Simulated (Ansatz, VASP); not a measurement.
## One calculation of Pd, two programs

INCAR

```
SYSTEM = Pd
PREC     = Accurate       ! precision mode
ENCUT    = 520            ! plane-wave cutoff, eV
EDIFF    = 1E-7           ! SCF threshold, eV
ISMEAR   = -1             ! smearing method
SIGMA    = 0.05           ! smearing width, eV
LREAL    = .FALSE.        ! projectors in reciprocal space
LASPH    = .TRUE.         ! aspherical terms in the spheres
NELM     = 100            ! most SCF steps
ALGO     = Normal         ! electronic algorithm
ISIF     = 2              ! what is computed and relaxed
LWAVE    = .FALSE.        ! write WAVECAR
LCHARG   = .FALSE.        ! write CHGCAR
GGA      = CA             ! functional
NBANDS   = 11             ! bands
```

The input KPOINTS:

```
Automatic mesh
0
G
  18 18 18
  0 0 0
```

File POSCAR:

```
Pd
1.0
    0.0000000000      1.9449000000      2.0032470000
    1.9449000000      0.0000000000      2.0032470000
    1.9449000000      1.9449000000      0.0000000000
Pd
1
Direct
    0.0000000000      0.0000000000      0.0000000000
```

Input for Ansatz:

```yaml
crystal:
  lattice:
    - [0.0, 1.9449, 2.003247]
    - [1.9449, 0.0, 2.003247]
    - [1.9449, 1.9449, 0.0]
  atoms:
    - { symbol: Pd, position: [0.0, 0.0, 0.0] }
kpoints:
  mp_grid: { grid: [18, 18, 18] }
  band_path:
    path:
      - [0.0, 0.0, 0.0]
      - [0.0, 0.5, 0.5]
      - [0.25, 0.75, 0.5]
      - [0.0, 0.5, 0.0]
      - [0.0, 0.0, 0.0]
      - [0.5, 0.5, 0.0]
      - [0.3678244886, 0.6321755114, 0.0]
      - [-0.3678244886, 0.3678244886, 0.0]
      - [0.0, 0.0, 0.0]
    npoints: 5
scf:
  occupations: { method: fermi_dirac, width: 0.05 }
hamiltonian:
  xc: lda
  pseudopotentials: { kind: all_electron, lapw: { basis_error: 0.00025 } }
output:
  forces: true
  stress: true
  eigenvalues: true
```

Change from the starting cell: zz strain of +3 %.

Alike in both runs: task single point; functional LDA; k mesh 18 × 18 × 18; occupations fermi-dirac, width 0.05 eV; no spin polarisation.

```csv
,VASP,Ansatz
version,VASP 6.6.1,Ansatz 0.2.0
potentials or method,"VASP PAW LDA potentials, release 64 (Pd), cutoff 520 eV","all-electron LAPW, scalar-relativistic"
```

Ansatz gave:

```
pressure (GPa)                                                : -13.0
traceless stress, the component that is largest in VASP (GPa) : -1.15
```

Problem. Which values does VASP return?

Solution. Pressure (GPa): -12.7; traceless stress, the component that is largest in VASP (GPa): -1.15.

LDA's correlation is that of Perdew and Zunger in VASP and of Perdew and Wang (1992) in Ansatz. Ansatz ran all-electron here, and VASP with PAW potentials.
